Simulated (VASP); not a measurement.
# InGa2N3 (R-3m) in VASP: a series of runs

InGa2N3 is run at these levels: PBE; tasks: single point.

Program: VASP 6.6.1. These are calculated values, not measurements. Logs are shortened: lines on timing, memory, paths and dates and some standing lists are left out, and cuts for length are marked.

### 1 The cell of the first run

It takes space group R-3m (No. 166, trigonal). Conventional cell: a = 5.890 Å, b = 5.890 Å, c = 8.137 Å, α = 90.00°, β = 90.00°, γ = 120.00°. In (site symmetry -3m) has 6 N at 2.18 Å and 2 Ga at 2.72 Å within 2.9 Å. Ga (site symmetry 3m) has 3 N at 2.18 Å and 1 Ga at 2.71 Å and 1 In at 2.72 Å within 2.9 Å. N (site symmetry 2/m) has 2 In at 2.18 Å and 2 Ga at 2.18 Å and 4 N at 2.95 Å within 3.0 Å.

The cell was built from a structure type or drawn by symmetry, and may not be a known phase.

### 2 Single point, PBE, collinear spin, ferromagnetic start

The input, INCAR:

```
SYSTEM = InGa2N3
ALGO = Normal
EDIFF = 1E-7
ENCUT = 520
GGA = PE
ISIF = 2
ISMEAR = 0
ISPIN = 2
LASPH = .TRUE.
LCHARG = .TRUE.
LELF = .TRUE.
LORBIT = 11
LREAL = .FALSE.
LVHAR = .TRUE.
LWAVE = .FALSE.
MAGMOM = 0 0 0 1 1 1
NBANDS = 40
NELM = 150
PREC = Accurate
SIGMA = 0.1
```

The input, KPOINTS:

```
k-points
0
G
  6 6 6
  0 0 0
```

The input, POSCAR:

```
InGa2N3
1.0
    2.9452265426      1.7004273372      2.7124968177
   -2.9452265426      1.7004273372      2.7124968177
    0.0000000000     -3.4008546744      2.7124968177
In Ga N
1 2 3
Direct
    0.5000000000      0.5000000000      0.5000000000
    0.1662531430      0.1662531430      0.1662531430
    0.8337468570      0.8337468570      0.8337468570
    0.0000000000      0.5000000000      0.5000000000
    0.5000000000      0.0000000000      0.5000000000
    0.5000000000      0.5000000000      0.0000000000
```

Potentials or basis: VASP PAW PBE potentials, release 64 (In_d, Ga_d, N).

On the command line:

```
> cat potpaw_PBE.64/In_d/POTCAR potpaw_PBE.64/Ga_d/POTCAR potpaw_PBE.64/N/POTCAR > POTCAR
> mpirun -np 1 vasp_std > vasp.out
```

OUTCAR:

```text
SYSTEM = InGa2N3
   EDIFF = 1E-7
   ENCUT = 520
   GGA = PE
   ISIF = 2
   ISMEAR = 0
   ISPIN = 2
   LASPH = .TRUE.
   LORBIT = 11
   LREAL = .FALSE.
   NELM = 150
   PREC = Accurate

 ion  position               nearest neighbor table
   1  0.500  0.500  0.500-   4 2.18   5 2.18   5 2.18   4 2.18   6 2.18   6 2.18   2 2.72   3 2.72
                             3 3.40   2 3.40   3 3.40   2 3.40   3 3.40   2 3.40
   2  0.166  0.166  0.166-   4 2.18   5 2.18   6 2.18   3 2.71   1 2.72   1 3.40   1 3.40   1 3.40

   3  0.834  0.834  0.834-   4 2.18   5 2.18   6 2.18   2 2.71   1 2.72   1 3.40   1 3.40   1 3.40

   4  0.000  0.500  0.500-   1 2.18   1 2.18   3 2.18   2 2.18
   5  0.500  0.000  0.500-   1 2.18   1 2.18   3 2.18   2 2.18
   6  0.500  0.500  0.000-   1 2.18   1 2.18   3 2.18   2 2.18

  LATTYP: Found a trigonal (rhomboedric) cell.
 ALAT       =     4.3501093667
 COS(alpha) =     0.0832159359

  Lattice vectors:

 A1 = (   2.9452265426,   1.7004273372,   2.7124968177)
 A2 = (  -2.9452265426,   1.7004273372,   2.7124968177)
 A3 = (   0.0000000000,  -3.4008546744,   2.7124968177)

Analysis of symmetry for initial positions (statically):
=====================================================================
 Subroutine PRICEL returns:
 Original cell was already a primitive cell.

 Routine SETGRP: Setting up the symmetry group for a
 trigonal (rhombohedral) supercell.

 Subroutine GETGRP returns: Found 12 space group operations
 (whereof 12 operations were pure point group operations)
 out of a pool of 12 trial point group operations.

The static configuration has the point symmetry D_3d.

Analysis of symmetry for dynamics (positions and initial velocities):
=====================================================================
 Subroutine PRICEL returns:
 Original cell was already a primitive cell.

 Routine SETGRP: Setting up the symmetry group for a
 trigonal (rhombohedral) supercell.

 Subroutine GETGRP returns: Found 12 space group operations
 (whereof 12 operations were pure point group operations)
 out of a pool of 12 trial point group operations.

The dynamic configuration has the point symmetry D_3d.

Analysis of structural, dynamic, and magnetic symmetry:
=====================================================================
 Subroutine PRICEL returns:
 Original cell was already a primitive cell.

 Routine SETGRP: Setting up the symmetry group for a
 trigonal (rhombohedral) supercell.

 Subroutine GETGRP returns: Found 12 space group operations
 (whereof 12 operations were pure point group operations)
 out of a pool of 12 trial point group operations.

The overall configuration has the point symmetry D_3d.

 Subroutine INISYM returns: Found 12 space group operations
 (whereof 12 operations are pure point group operations),
 and found     1 'primitive' translations

----------------------------------------------------------------------------------------

                                     Primitive cell

  volume of cell :      81.5074

  direct lattice vectors                    reciprocal lattice vectors
     2.945226543  1.700427337  2.712496818     0.169766228  0.098014577  0.122888009
    -2.945226543  1.700427337  2.712496818    -0.169766228  0.098014577  0.122888009
     0.000000000 -3.400854674  2.712496818     0.000000000 -0.196029155  0.122888009

  length of vectors
     4.350109367  4.350109367  4.350109367     0.231363118  0.231363118  0.231363118

  position of ions in fractional coordinates (direct lattice)
     0.500000000  0.500000000  0.500000000
     0.166253143  0.166253143  0.166253143
     0.833746857  0.833746857  0.833746857
     1.000000000  0.500000000  0.500000000
     0.500000000  1.000000000  0.500000000
     0.500000000  0.500000000  1.000000000

  ion indices of the primitive-cell ions
   primitive index   ion index
                 1           1
                 2           2
                 3           3
                 4           4
                 5           5
                 6           6

[... 50 lines left out ...]
  0.500000  0.500000  0.166667      6.000000
 -0.333333  0.500000  0.166667     12.000000
 [... further k-points ...]
   k-points           NKPTS =     32   k-points in BZ     NKDIM =     32   number of bands    NBANDS=     40
   number of dos      NEDOS =    301   number of ions     NIONS =      6
   total plane-waves  NPLWV =  32768
   dimension x,y,z NGX =    32 NGY =   32 NGZ =   32
   dimension x,y,z NGXF=    64 NGYF=   64 NGZF=   64
   ions per type =               1   2   3
   NGX,Y,Z   is equivalent  to a cutoff of  12.23, 12.23, 12.23 a.u.
   NGXF,Y,Z  is equivalent  to a cutoff of  24.46, 24.46, 24.46 a.u.
 SYSTEM =  InGa2N3
   PREC   = accura    normal or accurate (medium, high low for compatibility)
   ISTART =      0    job   : 0-new  1-cont  2-samecut
   ICHARG =      2    charge: 1-file 2-atom 10-const
   ISPIN  =      2    spin polarized calculation?
   LNONCOLLINEAR =      F non collinear calculations
   LSORBIT =      F    spin-orbit coupling
   LASPH  =      T    aspherical Exc in radial PAW
   ENCUT  =  520.0 eV  38.22 Ry    6.18 a.u.   8.09  8.09  8.09*2*pi/ulx,y,z
   NELM   =    150;   NELMIN=  2; NELMDL= -5     # of ELM steps
   EDIFF  = 0.1E-06   stopping-criterion for ELM
   LREAL  =      F    real-space projection
   EDIFFG = 0.1E-05   stopping-criterion for IOM
   NSW    =      0    number of steps for IOM
   IBRION =     -1    ionic relax: 0-MD 1-quasi-New 2-CG
   NFREE  =      0    steps in history (QN), initial steepest desc. (CG)
   ISIF   =      2    stress and relaxation
   ISYM   =      2    0-nonsym 1-usesym 2-fastsym
   POTIM  = 0.5000    time-step for ionic-motion
   TEBEG  =    0.0;   TEEND  =   0.0 temperature during run
   PSTRESS=    0.0 pullay stress
   NELECT =      54.0000    total number of electrons
   NUPDOWN=      -1.0000    fix difference up-down
   EMIN   =  10.00;   EMAX   =-10.00  energy-range for DOS
   EFERMI =   0.00;   METHOD = LEGACY
   ISMEAR =     0;   SIGMA  =   0.10  broadening in eV -4-tet -1-fermi 0-gaus
   EFERMI_NEDOS =   21; number of points for ismear=-14 and -15
   IALGO  =     38    algorithm
   IMIX   =      4    mixing-type and parameters
     AMIX     =   0.40;   BMIX     =  1.00
     AMIX_MAG =   1.60;   BMIX_MAG =  1.00
  volume/ion in A,a.u.               =      13.58        91.67
  Fermi-wavevector in a.u.,A,eV,Ry     =   1.427163  2.696948 27.712278  2.036795
  Thomas-Fermi vector in A             =   2.547362
   LORBIT       =     11    0 simple, 1 ext, 2 COOP (PROOUT), +10 PAW based schemes
   GGA     = PE    functional components
   LHFCALC =     F    Hartree Fock is set to
   AEXX    =    0.0000 exact exchange contribution
   IVDW    =     0    specifies the selected vdW correction
   LEPSILON=     F    determine dielectric tensor
   LRPA    =     F    only Hartree local field effects (RPA)
 spin polarized calculation
 Gauss-broadening in eV      SIGMA  =   0.10
  energy-cutoff  :      520.00
  volume of cell :       81.51
 maximum number of plane-waves:      2206
   NGX = 17   NGY = 17   NGZ = 17

 number of electron      53.9999971 magnetization       1.8443284

 Free energy of the ion-electron system (eV)
  ---------------------------------------------------
  ext. energy  EPLUGINS =         0.00000000
  ---------------------------------------------------
  free energy    TOTEN  =       -27.59604674 eV

  energy without entropy =      -27.58073813  energy(sigma->0) =      -27.58839244

 E-fermi :   5.4873     XC(G=0): -11.1864

 val. band max:        5.4846975070   @ k =  -0.3333   0.3333   0.3333
 cond. band min:       5.5019673842   @ k =  -0.3333   0.5000   0.3333
 fundamental gap:      0.0172698771
 Fermi energy:         5.4872727225

 spin component 1

 k-point     1 :       0.0000    0.0000    0.0000
  band No.  band energies     occupation
      1     -10.2597      1.00000
      2      -9.8938      1.00000
      3      -9.8938      1.00000
      4      -9.0393      1.00000
      5      -8.9804      1.00000
      6      -8.9804      1.00000
[... 997 lines left out ...]
     38      16.1045      0.00000
     39      17.6345      0.00000

 [... further k-points ...]

 spin component 2

 k-point     1 :       0.0000    0.0000    0.0000
  band No.  band energies     occupation
      1      -9.7213      1.00000
      2      -9.5979      1.00000
      3      -9.5979      1.00000
      4      -8.9907      1.00000
      5      -8.9713      1.00000
      6      -8.9713      1.00000
[... 997 lines left out ...]
     38      16.2356      0.00000
     39      17.8397      0.00000

 [... further k-points ...]

 [bands above 39 left out]

------------------------ aborting loop because EDIFF is reached ----------------------------------------

  FORCE on cell =-STRESS in cart. coord.  units (eV):
  Direction    XX          YY          ZZ          XY          YZ          ZX
  --------------------------------------------------------------------------------------
  -------------------------------------------------------------------------------------
  Total        0.8579773      0.8579773      1.0149532     -0.0000000     -0.0000000      0.0000000
  in kB       16.8651068     16.8651068     19.9507555     -0.0000000     -0.0000000      0.0000000
  external PRESSURE =      17.8936563 kB  Pullay stress =       0.0000000 kB

 VOLUME and BASIS-vectors are now :
 -----------------------------------------------------------------------------
  energy-cutoff  :      520.00
  volume of cell :       81.51
      direct lattice vectors                 reciprocal lattice vectors
     2.945226543  1.700427337  2.712496818     0.169766228  0.098014577  0.122888009
    -2.945226543  1.700427337  2.712496818    -0.169766228  0.098014577  0.122888009
     0.000000000 -3.400854674  2.712496818     0.000000000 -0.196029155  0.122888009

 POSITION                                       TOTAL-FORCE (eV/Angst)
 -----------------------------------------------------------------------------------
      0.00000      0.00000      4.06875        -0.000000     -0.000000      0.000000
      0.00000      0.00000      1.35288         0.000000     -0.000000      0.055770
      0.00000      0.00000      6.78461         0.000000      0.000000     -0.055770
     -1.47261     -0.85021      2.71250         0.000000     -0.000000      0.000000
      1.47261     -0.85021      2.71250         0.000000     -0.000000      0.000000
      0.00000      1.70043      2.71250         0.000000     -0.000000      0.000000
 -----------------------------------------------------------------------------------
    total drift:                                0.000000     -0.000000      0.000000

  FREE ENERGIE OF THE ION-ELECTRON SYSTEM (eV)
  ---------------------------------------------------
  free  energy   TOTEN  =       -27.5960467409 eV

  energy  without entropy=      -27.5807381343  energy(sigma->0) =      -27.58839244

 total charge

# of ion       s       p       d       tot
------------------------------------------
    1        0.715   0.838  10.076  11.629
    2        0.872   0.538  10.026  11.436
    3        0.872   0.538  10.026  11.436
    4        1.285   2.301   0.000   3.586
    5        1.285   2.301   0.000   3.586
    6        1.285   2.301   0.000   3.586
--------------------------------------------------
tot          6.315   8.817  30.128  45.260

 magnetization (x)

# of ion       s       p       d       tot
------------------------------------------
    1       -0.015  -0.006   0.045   0.024
    2        0.006  -0.003   0.003   0.006
    3        0.006  -0.003   0.003   0.006
    4        0.011   0.420   0.000   0.431
    5        0.011   0.420   0.000   0.431
    6        0.011   0.420   0.000   0.431
--------------------------------------------------
tot          0.030   1.247   0.051   1.328
```

Run time: 80 s. Hardware: 1 thread of Intel Xeon 6975P-C (Granite Rapids), shared host; peak memory 0.3 GiB.

Results:

* Free energy: -27.5960 eV
* Pressure: 1.8 GPa
* Largest force: 0.056 eV/Å
* Net moment: 1.84 μB per cell
* Site moments: In +0.02; Ga +0.01; N +0.43 μB
* Valence electrons inside the program's atomic spheres: In 11.63; Ga 11.44; N 3.59

Forces on the atoms (eV/Å):
```
In   0.000  0.000  0.000
Ga   0.000  0.000  0.056
Ga   0.000  0.000 -0.056
N    0.000  0.000  0.000
N    0.000  0.000  0.000
N    0.000  0.000  0.000
```

Caveat: spin-orbit coupling is left out, which moves the levels of the heavy elements.

### 3 Single point, PBE

The input, INCAR:

```
SYSTEM = InGa2N3
PREC = Accurate
ENCUT = 520
EDIFF = 1E-6
ISMEAR = 0
SIGMA = 0.1
LREAL = .False.
LASPH = .True.
NELM = 100
ALGO = Normal
ISIF = 2
LWAVE = .False.
LCHARG = .False.
GGA = PE
NBANDS = 36
```

The input, KPOINTS:

```
Automatic mesh
0
Gamma
  6 6 6
  0 0 0
```

The input, POSCAR:

```
InGa2N3
1.0
    2.9452263782      1.7004272412      2.7124977195
   -2.9452263782      1.7004272412      2.7124977195
    0.0000000000     -3.4008544856      2.7124977175
In Ga N
1 2 3
Direct
    0.5000000000      0.5000000000      0.5000000000
    0.1662533438      0.1662533438      0.1662533438
    0.8337466562      0.8337466562      0.8337466562
    0.0000000000      0.5000000000      0.5000000000
    0.5000000000      0.0000000000      0.5000000000
    0.5000000000      0.5000000000      0.0000000000
```

Potentials or basis: VASP PAW PBE potentials, release 64 (In_d, Ga_d, N).

On the command line:

```
> cat potpaw_PBE.64/In_d/POTCAR potpaw_PBE.64/Ga_d/POTCAR potpaw_PBE.64/N/POTCAR > POTCAR
> mpirun -np 1 vasp_std > vasp.out
```

It took 90 s on 1 thread of AMD EPYC 7R43 (Zen 3), shared host; peak memory 0.2 GiB.

It converged, with:

| Quantity | Value |
| --- | --- |
| Free energy | -27.4799 eV |
| Pressure | 0.3 GPa |
| Largest force | 0.044 eV/Å |
| Band gap on the k mesh | zero (bands 27 and 28 overlap by 0.86 eV) |

Forces in eV/Å, atoms in the order of the input:
```
In   0.000  0.000  0.000
Ga   0.000  0.000 -0.044
Ga   0.000  0.000  0.044
N    0.000  0.000  0.000
N    0.000  0.000  0.000
N    0.000  0.000  0.000
```

Levels at points of the mesh, in eV from the Fermi level:
```csv
k point,band 24,band 25,band 26,band 27,band 28,band 29,band 30,band 31
"(0.00, 0.00, 0.00)",-1.83,-1.83,-0.40,-0.40,-0.03,2.75,3.82,3.82
"(0.50, 0.00, 0.00)",-2.32,-1.21,-0.93,-0.20,0.26,0.63,5.10,5.80
"(0.50, 0.50, 0.00)",-2.00,-1.79,-0.21,0.25,0.60,1.96,4.56,5.09
"(0.50, 0.50, 0.50)",-0.08,-0.08,0.60,0.60,0.74,4.05,4.34,6.24
```

Caveat: spin-orbit coupling is left out, which moves the levels of the heavy elements.

(Part 1 of 2 ends here.)
